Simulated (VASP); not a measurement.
# BN in VASP: further runs, part 2 of 2

VASP 6.6.1. Earlier steps stand in the parts before.

### 4 Single point, PBE (equal xx and yy strain of -2 %)

Input file INCAR:

```
PREC = Accurate
ENCUT = 520
EDIFF = 1E-6
ISMEAR = -1
SIGMA = 0.03
LREAL = False
LASPH = True
NELM = 100
ALGO = Normal
ISIF = 2
LWAVE = False
LCHARG = False
GGA = PE
NBANDS = 11
```

Input file KPOINTS:

```
Automatic mesh
0
Gamma
  13 13 13
```

Input file POSCAR:

```
BN
1.0
    0.0000000000      1.7713500000      1.8075000000
    1.7713500000      0.0000000000      1.8075000000
    1.7713500000      1.7713500000      0.0000000000
B N
1 1
Direct
    0.0000000000      0.0000000000      0.0000000000
    0.7500000000      0.7500000000      0.7500000000
```

Potentials or basis: VASP PAW PBE potentials, release 64 (B, N).

Command:

```console
cat potpaw_PBE.64/B/POTCAR potpaw_PBE.64/N/POTCAR > POTCAR
mpirun -np 1 vasp_std > vasp.out
```

OUTCAR:

```text
PREC = Accurate
   ENCUT = 520
   EDIFF = 1E-6
   ISMEAR = -1
   LREAL = False
   LASPH = True
   NELM = 100
   ISIF = 2
   GGA = PE

 ion  position               nearest neighbor table
   1  0.000  0.000  0.000-   2 1.54   2 1.54   2 1.54   2 1.54
   2  0.750  0.750  0.750-   1 1.54   1 1.54   1 1.54   1 1.54

  LATTYP: Found a body centered tetragonal cell.
 ALAT       =     2.5050671937
 C/A-ratio  =     1.4430750636

  Lattice vectors:

 A1 = (  -1.7713500000,   0.0000000000,   1.8075000000)
 A2 = (   1.7713500000,   0.0000000000,   1.8075000000)
 A3 = (   0.0000000000,   1.7713500000,  -1.8075000000)

Analysis of symmetry for initial positions (statically):
=====================================================================
 Subroutine PRICEL returns:
 Original cell was already a primitive cell.

 Routine SETGRP: Setting up the symmetry group for a
 body centered tetragonal supercell.

 Subroutine GETGRP returns: Found  8 space group operations
 (whereof  8 operations were pure point group operations)
 out of a pool of 16 trial point group operations.

The static configuration has the point symmetry D_2d.

Analysis of symmetry for dynamics (positions and initial velocities):
=====================================================================
 Subroutine PRICEL returns:
 Original cell was already a primitive cell.

 Routine SETGRP: Setting up the symmetry group for a
 body centered tetragonal supercell.

 Subroutine GETGRP returns: Found  8 space group operations
 (whereof  8 operations were pure point group operations)
 out of a pool of 16 trial point group operations.

The dynamic configuration has the point symmetry D_2d.

 Subroutine INISYM returns: Found  8 space group operations
 (whereof  8 operations are pure point group operations),
 and found     1 'primitive' translations

[... 119 lines left out ...]
   GGA     = PE    functional components
   LHFCALC =     F    Hartree Fock is set to
   AEXX    =    0.0000 exact exchange contribution
   IVDW    =     0    specifies the selected vdW correction
   LEPSILON=     F    determine dielectric tensor
   LRPA    =     F    only Hartree local field effects (RPA)
 non-spin polarized calculation
  energy-cutoff  :      520.00
  volume of cell :       11.34
 maximum number of plane-waves:       322
   NGX =  9   NGY =  9   NGZ =  9

 number of electron       7.9999998 magnetization

 Free energy of the ion-electron system (eV)
  ---------------------------------------------------
  ext. energy  EPLUGINS =         0.00000000
  ---------------------------------------------------
  free energy    TOTEN  =       -17.40940327 eV

  energy without entropy =      -17.40940327  energy(sigma->0) =      -17.40940327

 E-fermi :   8.5322     XC(G=0): -13.0232

 val. band max:        7.9802730562   @ k =   0.0000   0.0000   0.0000
 cond. band min:      12.3721239885   @ k =   0.4615   0.0000   0.4615
 fundamental gap:      4.3918509323
 Fermi energy:         8.5321975526

 k-point     1 :       0.0000    0.0000    0.0000
  band No.  band energies     occupation
      1     -12.7879      2.00000
      2       7.7682      2.00000
      3       7.9803      2.00000
      4       7.9803      2.00000
      5      16.8778      0.00000
      6      16.8778      0.00000
      7      17.0233      0.00000
      8      18.9215      0.00000
      9      33.4329      0.00000
     10      35.5819      0.00000
     11      36.0891      0.00000
[... 309 lines left out ...]
 k-point    24 :       0.4615    0.1538    0.0000
  band No.  band energies     occupation
      1      -8.6897      2.00000
      2      -1.6204      2.00000
      3       4.3556      2.00000
      4       5.1298      2.00000
      5      17.1985      0.00000
      6      20.3518      0.00000
      7      20.8345      0.00000
      8      23.2067      0.00000
      9      29.2656      0.00000
     10      34.7599      0.00000
     11      36.5989      0.00000

 [... further k-points ...]

------------------------ aborting loop because EDIFF is reached ----------------------------------------

  FORCE on cell =-STRESS in cart. coord.  units (eV):
  Direction    XX          YY          ZZ          XY          YZ          ZX
  --------------------------------------------------------------------------------------
  -------------------------------------------------------------------------------------
  Total        1.7334191      1.7334191      0.7935578      0.0000000      0.0000000      0.0000000
  in kB      244.8482989    244.8482989    112.0913409      0.0000000      0.0000000      0.0000000
  external PRESSURE =     200.5959796 kB  Pullay stress =       0.0000000 kB

 VOLUME and BASIS-vectors are now :
 -----------------------------------------------------------------------------
  energy-cutoff  :      520.00
  volume of cell :       11.34
      direct lattice vectors                 reciprocal lattice vectors
     0.000000000  1.771350000  1.807500000    -0.282270585  0.282270585  0.276625173
     1.771350000  0.000000000  1.807500000     0.282270585 -0.282270585  0.276625173
     1.771350000  1.771350000  0.000000000     0.282270585  0.282270585 -0.276625173

 POSITION                                       TOTAL-FORCE (eV/Angst)
 -----------------------------------------------------------------------------------
      0.00000      0.00000      0.00000         0.000000      0.000000     -0.000000
      2.65702      2.65702      2.71125        -0.000000     -0.000000      0.000000
 -----------------------------------------------------------------------------------
    total drift:                                0.000001      0.000001     -0.000001

  FREE ENERGIE OF THE ION-ELECTRON SYSTEM (eV)
  ---------------------------------------------------
  free  energy   TOTEN  =       -17.4094032718 eV

  energy  without entropy=      -17.4094032718  energy(sigma->0) =      -17.40940327
```

OSZICAR:

```text
N       E                     dE             d eps       ncg     rms          rms(c)
DAV:   1     0.105630857586E+02    0.10563E+02   -0.49999E+03  4416   0.722E+02
DAV:   2    -0.179405179761E+02   -0.28504E+02   -0.27790E+02  5163   0.168E+02
DAV:   3    -0.184394339571E+02   -0.49892E+00   -0.49829E+00  5092   0.187E+01
DAV:   4    -0.184399689708E+02   -0.53501E-03   -0.53501E-03  4585   0.693E-01
DAV:   5    -0.184399694242E+02   -0.45338E-06   -0.45396E-06  5032   0.199E-02    0.694E+00
DAV:   6    -0.175100800300E+02    0.92989E+00   -0.28771E+00  4525   0.100E+01    0.341E+00
DAV:   7    -0.174245820589E+02    0.85498E-01   -0.12387E-01  4876   0.286E+00    0.198E+00
DAV:   8    -0.174091090929E+02    0.15473E-01   -0.37214E-02  4809   0.142E+00    0.215E-01
DAV:   9    -0.174093166427E+02   -0.20755E-03   -0.90088E-04  4558   0.261E-01    0.876E-02
DAV:  10    -0.174093984201E+02   -0.81777E-04   -0.11552E-04  4777   0.917E-02    0.155E-02
DAV:  11    -0.174094032465E+02   -0.48264E-05   -0.82435E-06  4939   0.238E-02    0.106E-02
DAV:  12    -0.174094032718E+02   -0.25288E-07   -0.14074E-06  2576   0.829E-03
   1 F= -.17409403E+02 E0= -.17409403E+02  d E =-.114576E-10
```

stdout:

```text
POSCAR found type information on POSCAR B N
 POSCAR found :  2 types and       2 ions
 scaLAPACK will be used
 LDA part: xc-table for (Slater+PW92), standard interpolation
 POSCAR, INCAR and KPOINTS ok, starting setup
 FFT: planning ... GRIDC
 FFT: planning ... GRID_SOFT
 FFT: planning ... GRID
 WAVECAR not read
 entering main loop
```

It took 29 s on 1 thread of AMD EPYC 7R13, shared host; peak memory 0.11 GiB.

Results:

- Free energy: -17.4094 eV
- Pressure: 20.1 GPa
- Band gap on the k mesh: 4.39 eV, indirect (least direct gap 8.90 eV)

Levels at points of the mesh, in eV from the valence-band top:
| k point | band 2 | band 3 | band 4 | band 5 | band 6 | band 7 |
| --- | --- | --- | --- | --- | --- | --- |
| (0.00, 0.00, 0.00) | -0.21 | 0.00 | 0.00 | 8.90 | 8.90 | 9.04 |

Caveat: the cell differs from its parent crystal (equal xx and yy strain of -2 %). A k mesh can miss the band edges.

### 5 Single point, PBE (equal xx and yy strain of +1 %)

Input file INCAR:

```
SYSTEM = BN
PREC = Accurate ; ENCUT = 520
EDIFF = 1E-7 ; ISMEAR = -1
SIGMA = 0.03 ; LREAL = .FALSE.
LASPH = .TRUE. ; NELM = 100
ALGO = Normal ; ISIF = 2
LWAVE = .FALSE. ; LCHARG = .FALSE.
GGA = PE ; NBANDS = 11
```

Input file KPOINTS:

```
regular mesh
0
G
  13 13 13
  0 0 0
```

Input file POSCAR:

```
BN
1.0
    0.0000000000      1.8255750000      1.8075000000
    1.8255750000      0.0000000000      1.8075000000
    1.8255750000      1.8255750000      0.0000000000
B N
1 1
Direct
    0.0000000000      0.0000000000      0.0000000000
    0.7500000000      0.7500000000      0.7500000000
```

Command:

```console
cat potpaw_PBE.64/B/POTCAR potpaw_PBE.64/N/POTCAR > POTCAR
mpirun -np 1 vasp_std > vasp.out
```

Run time: 33 s. Hardware: 1 thread of AMD EPYC 7R13, shared host; peak memory 0.11 GiB.

Results (log left out):

| Quantity | Value |
| --- | --- |
| Free energy | -17.4480 eV |
| Pressure | -4.1 GPa |
| Band gap on the k mesh | 4.34 eV, indirect (least direct gap 8.62 eV) |

Stress tensor (GPa, compression positive):
```
-6.09  0.00  0.00
 0.00 -6.09  0.00
 0.00  0.00 -0.16
```

Levels at points of the mesh, in eV from the valence-band top:
```tsv
k point	band 1	band 2	band 3	band 4	band 5	band 6	band 7	band 8	band 9
(0.00, 0.00, 0.00)	-20.07	-0.10	-0.10	0.00	8.62	8.69	8.69	9.96	24.32
```

Caveat: the cell differs from its parent crystal (equal xx and yy strain of +1 %).

### 6 Summary

```tsv
level	potentials or basis	cell	gap on the mesh (eV)	pressure (GPa)
LDA	VASP PAW LDA potentials, release 64 (B, N)	a = 2.556 Å, angles 60.0°, 2 atoms	4.42	-10.1
PBE	VASP PAW PBE potentials, release 64 (B, N)	a = 2.556 Å, angles 60.0°, 2 atoms	4.53	3.3
PBE	VASP PAW PBE potentials, release 64 (B, N)	a = 2.531, b = 2.531, c = 2.505 Å, angles 60.3, 60.3, 59.3°, 2 atoms	4.39	20.1
PBE	VASP PAW PBE potentials, release 64 (B, N)	a = 2.569, b = 2.569, c = 2.582 Å, angles 59.8, 59.8, 60.3°, 2 atoms	4.34	-4.1
```

Alike in all rows: task single point; no spin polarisation; k mesh 13 × 13 × 13; cutoff (eV) 520; smearing fermi-dirac 0.03 eV.

Total energies depend on the potentials used, so only differences within one code and one set of settings carry meaning.
